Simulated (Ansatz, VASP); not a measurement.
PtSe2: VASP beside Ansatz

```
CELL_PARAMETERS angstrom
3.75936 0.00000 0.00000
-1.87968 3.25570 0.00000
0.09737 0.00000 4.86856
ATOMIC_POSITIONS crystal
Pt 0.00000 0.00000 0.00000
Se 0.67250 0.33328 0.73950
Se 0.32750 0.66672 0.26050
```

Change from the starting cell: shear of c along a, cell held, atoms relaxed: +2.0 %.

Alike in both runs: functional PBEsol; k mesh 18 × 18 × 12; occupations gaussian, width 0.1 eV; no spin polarisation.

Ansatz relaxed the structure, and its values are those at the end. VASP's run is a single point on that final structure, the one shown.

|  | VASP | Ansatz |
| --- | --- | --- |
| version | VASP 6.6.1 | Ansatz 0.2.0 |
| potentials or method | VASP PAW PBE potentials, release 64 (Pt, Se), cutoff 520 eV | scalar-relativistic, plane waves, PAW |
| valence electrons in the cell | 22 | 50 |

```csv
,VASP,Ansatz,Ansatz less VASP
gap on the k mesh at the Fermi level (eV),none,none,-
pressure (GPa),0.2,0.1,-0.12
rms of the force components (eV/Å),0.006,0.001,-0.0050
```

VASP's potentials were made for PBE, not for PBEsol. A gap of «none» marks a metal or a gap that the smearing closes. VASP's potentials hold 22 valence electrons a cell and Ansatz's 50, so a difference there can come from the potentials and not from the codes. Ansatz's warnings: stress scf threshold loose.

Spin-orbit coupling is off throughout.
